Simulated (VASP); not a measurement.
# PbS: single point with PBEsol

The system is PbS.

```
CELL_PARAMETERS angstrom
3.65366 0.00000 0.00000
0.00000 3.65366 0.00000
0.00000 0.00000 3.74500
ATOMIC_POSITIONS crystal
Pb 0.00000 0.00000 0.00000
S 0.50000 0.50000 0.50000
```

This cell differs from its parent crystal: strain +0.0250 x Voigt [0, 0, 1, 0, 0, 0].

```json
{
 "Program": "VASP 6.6.1",
 "Task": "single point",
 "Functional": "PBEsol",
 "Potentials or basis": "VASP PAW PBE potentials, release 64 (Pb_d, S)",
 "Cutoff": "520 eV",
 "k mesh": "14 × 14 × 14",
 "Occupations": "gaussian, width 0.15 eV",
 "Spin": "no spin polarisation",
 "Dipole correction": "no",
 "Further INCAR settings": "ALGO = Normal; EDIFF = 1e-06; NBANDS = 17"
}
```

```
Pressure               : -4.6 GPa
Band gap on the k mesh : zero (bands 10 and 11 overlap by 0.54 eV)
```

Stress tensor (GPa, compression positive):
```
-3.91  0.00  0.00
 0.00 -3.91  0.00
 0.00  0.00 -5.94
```

Levels at points of the mesh, in eV from the Fermi level:
```tsv
k point	band 6	band 7	band 8	band 9	band 10	band 11	band 12	band 13	band 14	band 15
(0.00, 0.00, 0.00)	-12.93	-6.77	-1.70	-1.38	-1.38	5.36	5.58	6.23	6.42	6.42
(0.50, 0.00, 0.00)	-11.65	-8.84	-0.53	-0.31	-0.18	0.18	3.63	4.10	6.73	9.11
(0.50, 0.50, 0.00)	-10.92	-7.13	-4.25	-4.25	-0.31	3.93	3.93	5.58	6.94	9.13
(0.00, 0.00, 0.50)	-11.72	-9.01	-0.35	-0.35	-0.05	0.43	3.94	3.94	6.77	9.14
(0.50, 0.00, 0.50)	-10.98	-7.30	-4.32	-4.29	-0.14	4.08	4.31	5.88	7.19	9.52
(0.50, 0.50, 0.50)	-10.73	-6.01	-2.29	-2.29	-2.22	-0.50	-0.50	-0.29	13.03	13.58
```

It took 4.1 min on 1 thread of Intel Xeon 8259CL, with other jobs on the host, peak memory 0.35 GiB.

Caveat: the cell differs from its parent crystal (strain +0.0250 x Voigt [0, 0, 1, 0, 0, 0]); the cell stands under tension; semilocal functionals underestimate gaps, and a narrow one can read as zero; the PAW data sets were made with another functional, which shifts forces and pressure a little; spin-orbit coupling is left out, which moves the levels of the heavy elements.
